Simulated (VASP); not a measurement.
The system is ZrB2.

```
Zr B
1.0
     3.17000    0.00000    0.00000
    -1.58500    2.74530    0.00000
     0.00000    0.00000    3.53300
Zr B
1 2
Direct
  0.00000 0.00000 0.00000
  0.33333 0.66667 0.50000
  0.66667 0.33333 0.50000
```

- Program: VASP 6.6.1
- Task: relaxation of cell and atoms
- Functional: LDA
- Potentials or basis: VASP PAW LDA potentials, release 64 (Zr_sv, B)
- Cutoff: 600 eV
- k mesh: 11 × 11 × 9
- Occupations: fermi-dirac, width 0.1 eV
- Spin: no spin polarisation

At the start: pressure -8.4 GPa; volume 10.25 Å³/atom.

Problem. Where does the relaxation end?

Solution. Over 5 steps the energy falls by 9.2 meV/atom and the volume is 9.90 Å³/atom (-3.4 %); space group P6/mmm (No. 191, to 0.05 Å).

Step by step:
```
step  energy change (eV)  largest force (eV/Å)  pressure (GPa)  volume (Å³)
   1              0.0000                0.0000           -8.35        30.75
   2              0.0210                0.0000           12.58        28.43
   3             -0.0277                0.0000           -0.10        29.72
   4             -0.0277                0.0000            0.03        29.70
   5             -0.0277                0.0000            0.08        29.70
```

Final structure:
```xyz
3
Lattice="3.1340 0.0000 0.0000 -1.5670 2.7141 0.0000 0.0000 0.0000 3.4920" Properties=species:S:1:pos:R:3 pbc="T T T"
Zr   -1.5670    2.7141    0.0000
B     0.0000    1.8094    1.7460
B     1.5670    0.9047    1.7460
```
